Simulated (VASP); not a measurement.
Here is a VASP 6.6.1 calculation.

INCAR

```
SYSTEM = BaTiO3
  PREC = Accurate
  ENCUT = 520
  EDIFF = 1E-6
  ISMEAR = 0
  SIGMA = 0.02
  LREAL = .False.
  LASPH = .True.
  NELM = 80
  ALGO = Normal
  ISIF = 2
  LWAVE = .False.
  LCHARG = .False.
  GGA = PE
  NBANDS = 28
```

Contents of KPOINTS:

```
Automatic mesh
0
Gamma
  8 8 8
  0 0 0
```

POSCAR

```
BaTiO3
1.0
    3.8948609171      0.0000000000      0.0000000000
    0.0000000000      3.8948609171      0.0000000000
    0.0000000000      0.0000000000      3.8948609171
Ba Ti O
1 1 3
Direct
    0.5000000000      0.5000000000      0.5000000000
    0.0000000000      0.0000000000      0.0000000000
    0.5000000000      0.0000000000      0.0000000000
    0.0000000000      0.5000000000      0.0000000000
    0.0000000000      0.0000000000      0.5000000000
```

Potentials or basis: VASP PAW PBE potentials, release 64 (Ba_sv, Ti_sv, O).

Command:

```sh
$ cat potpaw_PBE.64/Ba_sv/POTCAR potpaw_PBE.64/Ti_sv/POTCAR potpaw_PBE.64/O/POTCAR > POTCAR
$ mpirun -np 1 vasp_std > vasp.out
```

What does it give for the pressure?

21.5 GPa.

Estimate the band gap on the k mesh.

1.90 eV, indirect (least direct gap 1.96 eV).

Caveat: spin-orbit coupling is left out, which moves the levels of the heavy elements. A k mesh can miss the band edges.
